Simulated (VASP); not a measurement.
Write the native input for VASP 6.6.1 that does the following.

```yaml
Task: single point
Functional: PBE
Potentials_or_basis: VASP PAW PBE potentials, release 64 (Zr_sv, S)
Cutoff: 520 eV
k_mesh: 12 × 12 × 12
Occupations: gaussian, width 0.15 eV
Spin: no spin polarisation
Dipole_correction: no
Further_INCAR_settings: ALGO = Normal; EDIFF = 1e-06; NBANDS = 32
```

The structure of Zr3S2 lies in POSCAR:

```
Zr3S2
1.0
    2.7504512434      1.5879737658      3.3933648554
   -2.7504512434      1.5879737658      3.3933648554
    0.0000000000     -3.1759475315      3.3933648554
Zr S
3 2
Direct
    0.1621066357      0.8378933643      0.5000000000
    0.5000000000      0.1621066357      0.8378933643
    0.8378933643      0.5000000000      0.1621066357
    0.3347765468      0.3347765468      0.3347765468
    0.6652234532      0.6652234532      0.6652234532
```

This cell differs from its parent crystal: strain -0.050 along x and y, -0.025 along z.

The input as run:

INCAR

```
PREC     = Accurate       # precision mode
ENCUT    = 520            # plane-wave cutoff, eV
EDIFF    = 1E-6           # SCF threshold, eV
ISMEAR   = 0              # smearing method
SIGMA    = 0.15           # smearing width, eV
LREAL    = False          # projectors in reciprocal space
LASPH    = True           # aspherical terms in the spheres
NELM     = 100            # most SCF steps
ALGO     = Normal         # electronic algorithm
ISIF     = 2              # what is computed and relaxed
LWAVE    = False          # write WAVECAR
LCHARG   = True           # write CHGCAR
GGA      = PE             # functional
LELF     = True           # ELF
LVHAR    = True         
NBANDS   = 32             # bands
```

KPOINTS

```
regular mesh
0
Gamma
  12 12 12
```

Potentials or basis: VASP PAW PBE potentials, release 64 (Zr_sv, S).

Command:

```sh
$ cat potpaw_PBE.64/Zr_sv/POTCAR potpaw_PBE.64/S/POTCAR > POTCAR
$ mpirun -np 1 vasp_std > vasp.out
```

It gave:

```
Pressure               : 19.8 GPa
Largest force          : 0.459 eV/Å
Band gap on the k mesh : zero (band 24 reaches 10.73 eV, above the bottom of band 25 at 10.29 eV)
```

Caveat: the cell differs from its parent crystal (strain -0.050 along x and y, -0.025 along z).

Run time: 5.1 min on 1 thread of Intel(R) Xeon(R) Platinum 8488C (Sapphire Rapids), with other jobs on the host, peak memory 0.5 GiB.
